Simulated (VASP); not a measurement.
MgTl: electric field gradients with LDA

MgTl:

```
CELL_PARAMETERS angstrom
3.63500 -0.01818 -0.01818
-0.01818 3.63500 -0.01818
-0.01818 -0.01818 3.63500
ATOMIC_POSITIONS crystal
Mg 0.00000 0.00000 0.00000
Tl 0.50000 0.50000 0.50000
```

This cell differs from its parent crystal: equal xy, yz and zx shear strains of -1 %.

```
Program                : VASP 6.6.1
Task                   : electric field gradients
Functional             : LDA
Potentials or basis    : VASP PAW LDA potentials, release 64 (Mg, Tl_d)
Cutoff                 : 520 eV
k mesh                 : 9 × 9 × 9
Occupations            : fermi-dirac, width 0.05 eV
Spin                   : no spin polarisation
Dipole correction      : no
Further INCAR settings : ALGO = Normal; EDIFF = 1e-08; NBANDS = 14
```

```
Pressure                                : -2.7 GPa
Band gap on the k mesh                  : zero (an odd number of electrons rules out a gap without spin polarisation)
Largest electric field gradient by atom : Mg -0.6; Tl -20.4 V/Å²
```

Stress tensor (GPa, compression positive):
```
-2.69 -0.05 -0.05
-0.05 -2.69 -0.05
-0.05 -0.05 -2.69
```

Levels at points of the mesh, in eV from the Fermi level:
```csv
k point,band 5,band 6,band 7,band 8,band 9,band 10,band 11,band 12
"(0.00, 0.00, 0.00)",-11.46,-9.64,2.28,2.39,2.39,3.29,5.31,5.31
```

Electric field gradients, principal values (V/Å²):
```tsv
atom	least	middle	greatest (by size)
1 Mg	0.304	0.304	-0.607
2 Tl	10.185	10.185	-20.370
```

Run time: 44 s on 1 thread of Intel(R) Xeon(R) Platinum 8259CL CPU @ 2.50GHz (Skylake/Cascade Lake), with other jobs on the host, peak memory 0.19 GiB.

Caveat: the cell differs from its parent crystal (equal xy, yz and zx shear strains of -1 %); without QUAD_EFG the Cq values of the log hold for a quadrupole moment of 1 mb, not for the nuclei; spin-orbit coupling is left out, which moves the levels of the heavy elements.
